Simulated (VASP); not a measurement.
# Li in VASP: notebook

The runs below take Li through single point, with PBE.

Everything below comes from runs of VASP 6.6.1. Logs are shortened: lines on timing, memory, paths and dates and some standing lists are left out, and cuts for length are marked.

## (1) The cell of the first run

The cell holds a sheet with vacuum, 4 atoms: a = 3.354 Å, b = 3.354 Å, c = 17.000 Å, α = 90.00°, β = 90.00°, γ = 90.00°.

## (2) Single point, PBE

INCAR

```
ALGO = Normal
DIPOL = 0.5 0.5 0.500
EDIFF = 1E-7
ENCUT = 520
GGA = PE
IDIPOL = 3
ISIF = 2
ISMEAR = 0
LASPH = T
LCHARG = F
LDIPOL = T
LREAL = F
LWAVE = F
NBANDS = 14
NELM = 60
PREC = Accurate
SIGMA = 0.1
```

KPOINTS

```
k-points
0
Gamma
  6 6 1
```

POSCAR

```
Li
1.0
    3.3543390000      0.0000000000      0.0000000000
    0.0000000000      3.3543390000      0.0000000000
    0.0000000000      0.0000000000     17.0000000000
Li
4
Direct
    0.0000000000      0.0000000000      0.5688399100
    0.0000000000      0.0000000000      0.4311600900
    0.0000000000      0.5000000000      0.5000000000
    0.5000000000      0.0000000000      0.5000000000
```

Potentials or basis: VASP PAW PBE potentials, release 64 (Li_sv).

Launch:

```
> cat potpaw_PBE.64/Li_sv/POTCAR > POTCAR
> mpirun -np 1 vasp_std > vasp.out
```

OUTCAR:

```text
EDIFF = 1E-7
   ENCUT = 520
   GGA = PE
   ISIF = 2
   ISMEAR = 0
   LASPH = T
   LREAL = F
   NELM = 60
   PREC = Accurate

 ion  position               nearest neighbor table
   1  0.000  0.000  0.569-   3 2.05   4 2.05   3 2.05   4 2.05   2 2.34
   2  0.000  0.000  0.431-   3 2.05   4 2.05   3 2.05   4 2.05   1 2.34
   3  0.000  0.500  0.500-   1 2.05   2 2.05   1 2.05   2 2.05   4 2.37   4 2.37   4 2.37   4 2.37

   4  0.500  0.000  0.500-   1 2.05   2 2.05   1 2.05   2 2.05   3 2.37   3 2.37   3 2.37   3 2.37

  LATTYP: Found a simple tetragonal cell.
 ALAT       =     3.3543390000
 C/A-ratio  =     5.0680625900

  Lattice vectors:

 A1 = (   3.3543390000,   0.0000000000,   0.0000000000)
 A2 = (   0.0000000000,   3.3543390000,   0.0000000000)
 A3 = (   0.0000000000,   0.0000000000,  17.0000000000)

Analysis of symmetry for initial positions (statically):
=====================================================================
 Subroutine PRICEL returns:
 Original cell was already a primitive cell.

 Routine SETGRP: Setting up the symmetry group for a
 simple tetragonal supercell.

 Subroutine GETGRP returns: Found 16 space group operations
 (whereof 16 operations were pure point group operations)
 out of a pool of 16 trial point group operations.

The static configuration has the point symmetry D_4h.

Analysis of symmetry for dynamics (positions and initial velocities):
=====================================================================
 Subroutine PRICEL returns:
 Original cell was already a primitive cell.

 Routine SETGRP: Setting up the symmetry group for a
 simple tetragonal supercell.

 Subroutine GETGRP returns: Found 16 space group operations
 (whereof 16 operations were pure point group operations)
 out of a pool of 16 trial point group operations.

The dynamic configuration has the point symmetry D_4h.

 Subroutine INISYM returns: Found 16 space group operations
 (whereof 16 operations are pure point group operations),
 and found     1 'primitive' translations

----------------------------------------------------------------------------------------

                                     Primitive cell

  volume of cell :     191.2770

  direct lattice vectors                    reciprocal lattice vectors
     3.354339000  0.000000000  0.000000000     0.298121329  0.000000000  0.000000000
     0.000000000  3.354339000  0.000000000     0.000000000  0.298121329  0.000000000
     0.000000000  0.000000000 17.000000000     0.000000000  0.000000000  0.058823529

  length of vectors
     3.354339000  3.354339000 17.000000000     0.298121329  0.298121329  0.058823529

  position of ions in fractional coordinates (direct lattice)
     0.000000000  0.000000000  0.568839910
     0.000000000  0.000000000  0.431160090
     0.000000000  0.500000000  0.500000000
     0.500000000  0.000000000  0.500000000

  ion indices of the primitive-cell ions
   primitive index   ion index
                 1           1
                 2           2
                 3           3
                 4           4

----------------------------------------------------------------------------------------

 KPOINTS: k-points

Automatic generation of k-mesh.
 Grid dimensions read from file:
 generate k-points for:    6    6    1

 Generating k-lattice:

  Cartesian coordinates                     Fractional coordinates (reciprocal lattice)
     0.049686888  0.000000000  0.000000000     0.166666667  0.000000000  0.000000000
     0.000000000  0.049686888  0.000000000     0.000000000  0.166666667  0.000000000
     0.000000000  0.000000000  0.058823529     0.000000000  0.000000000  1.000000000

  Length of vectors
     0.049686888  0.049686888  0.058823529

  Shift w.r.t. Gamma in fractional coordinates (k-lattice)
     0.000000000  0.000000000  0.000000000

 Subroutine IBZKPT returns following result:
 ===========================================

 Found     10 irreducible k-points:

 Following reciprocal coordinates:
            Coordinates               Weight
  0.000000  0.000000  0.000000      1.000000
  0.166667  0.000000  0.000000      4.000000
  0.333333  0.000000  0.000000      4.000000
  0.500000  0.000000  0.000000      2.000000
  0.166667  0.166667  0.000000      4.000000
  0.333333  0.166667  0.000000      8.000000
  0.500000  0.166667  0.000000      4.000000
  0.333333  0.333333  0.000000      4.000000
  0.500000  0.333333  0.000000      4.000000
  0.500000  0.500000  0.000000      1.000000
   k-points           NKPTS =     10   k-points in BZ     NKDIM =     10   number of bands    NBANDS=     14
   number of dos      NEDOS =    301   number of ions     NIONS =      4
   total plane-waves  NPLWV =  98784
   dimension x,y,z NGX =    28 NGY =   28 NGZ =  126
   dimension x,y,z NGXF=    56 NGYF=   56 NGZF=  252
   ions per type =               4
   NGX,Y,Z   is equivalent  to a cutoff of  13.88, 13.88, 12.32 a.u.
   NGXF,Y,Z  is equivalent  to a cutoff of  27.75, 27.75, 24.64 a.u.
 SYSTEM =  unknown system
   PREC   = accura    normal or accurate (medium, high low for compatibility)
   ISTART =      0    job   : 0-new  1-cont  2-samecut
   ICHARG =      2    charge: 1-file 2-atom 10-const
   ISPIN  =      1    spin polarized calculation?
   LNONCOLLINEAR =      F non collinear calculations
   LSORBIT =      F    spin-orbit coupling
   LASPH  =      T    aspherical Exc in radial PAW
   ENCUT  =  520.0 eV  38.22 Ry    6.18 a.u.   6.24  6.24 31.61*2*pi/ulx,y,z
   NELM   =     60;   NELMIN=  2; NELMDL= -5     # of ELM steps
   EDIFF  = 0.1E-06   stopping-criterion for ELM
   LREAL  =      F    real-space projection
   EDIFFG = 0.1E-05   stopping-criterion for IOM
   NSW    =      0    number of steps for IOM
   IBRION =     -1    ionic relax: 0-MD 1-quasi-New 2-CG
   NFREE  =      0    steps in history (QN), initial steepest desc. (CG)
   ISIF   =      2    stress and relaxation
   ISYM   =      2    0-nonsym 1-usesym 2-fastsym
   POTIM  = 0.5000    time-step for ionic-motion
   TEBEG  =    0.0;   TEEND  =   0.0 temperature during run
   PSTRESS=    0.0 pullay stress
   NELECT =      12.0000    total number of electrons
   NUPDOWN=      -1.0000    fix difference up-down
   EMIN   =  10.00;   EMAX   =-10.00  energy-range for DOS
   EFERMI =   0.00;   METHOD = LEGACY
   ISMEAR =     0;   SIGMA  =   0.10  broadening in eV -4-tet -1-fermi 0-gaus
   EFERMI_NEDOS =   21; number of points for ismear=-14 and -15
   IALGO  =     38    algorithm
   IMIX   =      4    mixing-type and parameters
     AMIX     =   0.40;   BMIX     =  1.00
     AMIX_MAG =   1.60;   BMIX_MAG =  1.00
  volume/ion in A,a.u.               =      47.82       322.70
  Fermi-wavevector in a.u.,A,eV,Ry     =   0.650501  1.229268  5.757318  0.423151
  Thomas-Fermi vector in A             =   1.719799
   LORBIT       =      0    0 simple, 1 ext, 2 COOP (PROOUT), +10 PAW based schemes
   GGA     = PE    functional components
   LHFCALC =     F    Hartree Fock is set to
   AEXX    =    0.0000 exact exchange contribution
   IVDW    =     0    specifies the selected vdW correction
   LEPSILON=     F    determine dielectric tensor
   LRPA    =     F    only Hartree local field effects (RPA)
 non-spin polarized calculation
 Gauss-broadening in eV      SIGMA  =   0.10
  energy-cutoff  :      520.00
  volume of cell :      191.28
 maximum number of plane-waves:      5180
 NGX is ok and might be reduce to    28
   NGX = 13   NGY = 13   NGZ = 63

 number of electron      11.9999976 magnetization

 dipolmoment           0.000000      0.000000     -0.000000 electrons x Angstroem

 Free energy of the ion-electron system (eV)
  ---------------------------------------------------
  ext. energy  EPLUGINS =         0.00000000
  ---------------------------------------------------
  free energy    TOTEN  =        -2.35792792 eV

  energy without entropy =       -2.32880213  energy(sigma->0) =       -2.34336503

 E-fermi :  -1.9663     XC(G=0):  -3.0410

 val. band max:       -2.0080291205   @ k =   0.3333   0.1667   0.0000
 cond. band min:      -1.9369606362   @ k =   0.3333   0.0000   0.0000
 fundamental gap:      0.0710684843
 Fermi energy:        -1.9662683423

 k-point     1 :       0.0000    0.0000    0.0000
  band No.  band energies     occupation
      1     -48.9969      2.00000
      2     -48.8375      2.00000
      3     -48.1421      2.00000
      4     -48.0789      2.00000
      5      -4.8969      2.00000
      6      -3.3312      2.00000
      7      -0.9608      0.00000
      8       0.9606      0.00000
      9       1.0449      0.00000
     10       1.0449      0.00000
     11       1.4667      0.00000
     12       3.0337      0.00000
     13       3.1068      0.00000
     14       5.7753      0.00000

 k-point     2 :       0.1667    0.0000    0.0000
  band No.  band energies     occupation
      1     -48.9832      2.00000
      2     -48.8369      2.00000
      3     -48.1450      2.00000
      4     -48.0891      2.00000
      5      -4.7206      2.00000
      6      -3.0606      2.00000
      7      -0.9228      0.00000
      8       0.2036      0.00000
      9       1.2774      0.00000
     10       1.3675      0.00000
     11       1.8743      0.00000
     12       3.2963      0.00000
     13       3.5568      0.00000
     14       4.1180      0.00000
[... 105 lines left out ...]
      1     -48.8998      2.00000
      2     -48.8334      2.00000
      3     -48.1638      2.00000
      4     -48.1494      2.00000
      5      -2.8583      2.00000
      6      -2.5933      2.00000
      7      -0.3222      0.00000
      8       0.2013      0.00000
      9       0.3758      0.00000
     10       1.0886      0.00000
     11       3.7637      0.00000
     12       4.3240      0.00000
     13       4.8108      0.00000
     14       4.8561      0.00000

 k-point    10 :       0.5000    0.5000    0.0000
  band No.  band energies     occupation
      1     -48.8857      2.00000
      2     -48.8328      2.00000
      3     -48.1632      2.00000
      4     -48.1632      2.00000
      5      -2.8404      2.00000
      6      -1.8953      0.31526
      7      -0.0846      0.00000
      8      -0.0846      0.00000
      9       0.4330      0.00000
     10       0.4330      0.00000
     11       3.6415      0.00000
     12       4.4400      0.00000
     13       4.4553      0.00000
     14       6.1812      0.00000

------------------------ aborting loop because EDIFF is reached ----------------------------------------

 vacuum level on the upper side and lower side of the slab       (xc-potential included)        -0.089        -0.089

  FORCE on cell =-STRESS in cart. coord.  units (eV):
  Direction    XX          YY          ZZ          XY          YZ          ZX
  --------------------------------------------------------------------------------------
  -------------------------------------------------------------------------------------
  Total        7.4728541      7.4728541     10.3271083      0.0000000      0.0000000     -0.0000000
  in kB       62.5942240     62.5942240     86.5020681      0.0000000      0.0000000     -0.0000000
  external PRESSURE =      70.5635054 kB  Pullay stress =       0.0000000 kB

 VOLUME and BASIS-vectors are now :
 -----------------------------------------------------------------------------
  energy-cutoff  :      520.00
  volume of cell :      191.28
      direct lattice vectors                 reciprocal lattice vectors
     3.354339000  0.000000000  0.000000000     0.298121329  0.000000000  0.000000000
     0.000000000  3.354339000  0.000000000     0.000000000  0.298121329  0.000000000
     0.000000000  0.000000000 17.000000000     0.000000000  0.000000000  0.058823529

 POSITION                                       TOTAL-FORCE (eV/Angst)
 -----------------------------------------------------------------------------------
      0.00000      0.00000      9.67028         0.000000     -0.000000      4.460336
      0.00000      0.00000      7.32972        -0.000000      0.000000     -4.460336
      0.00000      1.67717      8.50000         0.000000      0.000000     -0.000000
      1.67717      0.00000      8.50000         0.000000      0.000000     -0.000000
 -----------------------------------------------------------------------------------
    total drift:                                0.000000      0.000000      0.000000

  FREE ENERGIE OF THE ION-ELECTRON SYSTEM (eV)
  ---------------------------------------------------
  free  energy   TOTEN  =        -2.3579279193 eV

  energy  without entropy=       -2.3288021328  energy(sigma->0) =       -2.34336503

 vacuum level on the upper side and lower side of the slab         1.519         1.519
```

It took 48 s on 1 thread of Intel Xeon Platinum 8488C (Sapphire Rapids), shared host; peak memory 0.29 GiB.

What came out:

```
Free energy            : -2.3579 eV
Largest force          : 4.460 eV/Å
Band gap on the k mesh : zero (band 6 reaches -1.90 eV, above the bottom of band 7 at -1.94 eV)
```

Forces on the atoms (eV/Å):
```
Li   0.000  0.000  4.460
Li   0.000  0.000 -4.460
Li   0.000  0.000  0.000
Li   0.000  0.000  0.000
```

Caveat: the cutoff is under 1.25 times the usual one of these potentials, so pressure, stress and relaxed cells hold a basis-set (Pulay) error.

## (3) Single point, PBE

This run uses another cell than the first one, of 84.14 Å³/atom, 1.759 times its volume.

INCAR

```
PREC = Accurate ; ENCUT = 520
EDIFF = 1E-6 ; ISMEAR = 0
SIGMA = 0.1 ; LREAL = False
LASPH = True ; NELM = 100
ALGO = Normal ; ISIF = 2
LWAVE = False ; LCHARG = False
LDIPOL = True ; IDIPOL = 3
DIPOL = 0.5 0.5 0.298 ; GGA = PE
NBANDS = 14
```

KPOINTS

```
regular mesh
0
Gamma
  6 6 1
```

POSCAR

```
Li
1.0
    3.4374798776      0.0000000000      0.0000000000
    0.0000000000      3.4374798776      0.0000000000
    0.0000000000      0.0000000000     28.4811138800
Li
4
Direct
    0.0000000000      1.0000000000      0.3599664698
    0.0000000000      1.0000000000      0.2369202978
    0.0000000000      0.5000000000      0.2984433838
    0.5000000000      1.0000000000      0.2984433838
```

Potentials or basis: VASP PAW PBE potentials, release 64 (Li_sv).

Launch:

```
> cat potpaw_PBE.64/Li_sv/POTCAR > POTCAR
> mpirun -np 1 vasp_std > vasp.out
```

OUTCAR:

```text
PREC = Accurate
   ENCUT = 520
   EDIFF = 1E-6
   ISMEAR = 0
   LREAL = False
   LASPH = True
   NELM = 100
   ISIF = 2
   GGA = PE

 ion  position               nearest neighbor table
   1  0.000  0.000  0.360-   3 2.45   4 2.45   3 2.45   4 2.45
   2  0.000  0.000  0.237-   3 2.45   4 2.45   3 2.45   4 2.45
   3  0.000  0.500  0.298-   4 2.43   4 2.43   4 2.43   4 2.43   2 2.45   2 2.45   1 2.45   1 2.45

   4  0.500  0.000  0.298-   3 2.43   3 2.43   3 2.43   3 2.43   1 2.45   2 2.45   1 2.45   2 2.45

  LATTYP: Found a simple tetragonal cell.
 ALAT       =     3.4374798776
 C/A-ratio  =     8.2854634483

[... 360 lines left out ...]
  -------------------------------------------------------------------------------------
  Total        2.4469158      2.4469158      4.5170282      0.0000000      0.0000000      0.0000000
  in kB       11.6490982     11.6490982     21.5043384      0.0000000      0.0000000      0.0000000
  external PRESSURE =      14.9341783 kB  Pullay stress =       0.0000000 kB

 VOLUME and BASIS-vectors are now :
 -----------------------------------------------------------------------------
  energy-cutoff  :      520.00
  volume of cell :      336.54
      direct lattice vectors                 reciprocal lattice vectors
     3.437479878  0.000000000  0.000000000     0.290910794  0.000000000  0.000000000
     0.000000000  3.437479878  0.000000000     0.000000000  0.290910794  0.000000000
     0.000000000  0.000000000 28.481113880     0.000000000  0.000000000  0.035110986

 POSITION                                       TOTAL-FORCE (eV/Angst)
 -----------------------------------------------------------------------------------
      0.00000      0.00000     10.25225         0.000000      0.000000      1.310404
      0.00000      0.00000      6.74775         0.000000      0.000000     -1.310404
      0.00000      1.71874      8.50000         0.000000     -0.000000      0.000000
      1.71874      0.00000      8.50000         0.000000      0.000000      0.000000
 -----------------------------------------------------------------------------------
    total drift:                                0.000000      0.000000      0.000050

  FREE ENERGIE OF THE ION-ELECTRON SYSTEM (eV)
  ---------------------------------------------------
  free  energy   TOTEN  =        -5.6204535721 eV

  energy  without entropy=       -5.6044768614  energy(sigma->0) =       -5.61246522

 vacuum level on the upper side and lower side of the slab         0.835         0.835
```

stdout:

```text
POSCAR found type information on POSCAR Li
 POSCAR found :  1 types and       4 ions
 scaLAPACK will be used
 LDA part: xc-table for (Slater+PW92), standard interpolation
 POSCAR, INCAR and KPOINTS ok, starting setup
 FFT: planning ... GRIDC
 FFT: planning ... GRID_SOFT
 FFT: planning ... GRID
 WAVECAR not read
 entering main loop
```

It took 64 s on 1 thread of Intel Xeon Platinum 8488C (Sapphire Rapids), shared host; peak memory 0.39 GiB.

Results:

```yaml
Free_energy: -5.6205 eV
Largest_force: 1.310 eV/Å
Band_gap_on_the_k_mesh: zero (band 6 reaches -1.58 eV, above the bottom of band 7 at -1.85 eV)
```

Forces on the atoms (eV/Å):
```
Li   0.000  0.000  1.310
Li   0.000  0.000 -1.310
Li   0.000  0.000  0.000
Li   0.000  0.000  0.000
```

Levels at points of the mesh, in eV from the Fermi level:
```
           k point  band 3  band 4  band 5  band 6  band 7  band 8  band 9  band 10
(0.00, 0.00, 0.00)  -46.37  -46.24   -3.49   -2.06    0.00    1.13    2.41     2.66
(0.50, 0.00, 0.00)  -46.31  -46.30   -1.53   -1.43   -0.14    1.29    2.52     3.21
(0.50, 0.50, 0.00)  -46.30  -46.30   -0.88    0.13    1.68    1.68    1.87     1.87
```

Caveat: the cutoff is under 1.25 times the usual one of these potentials, so pressure, stress and relaxed cells hold a basis-set (Pulay) error.

(Continued in part 2 of 2.)
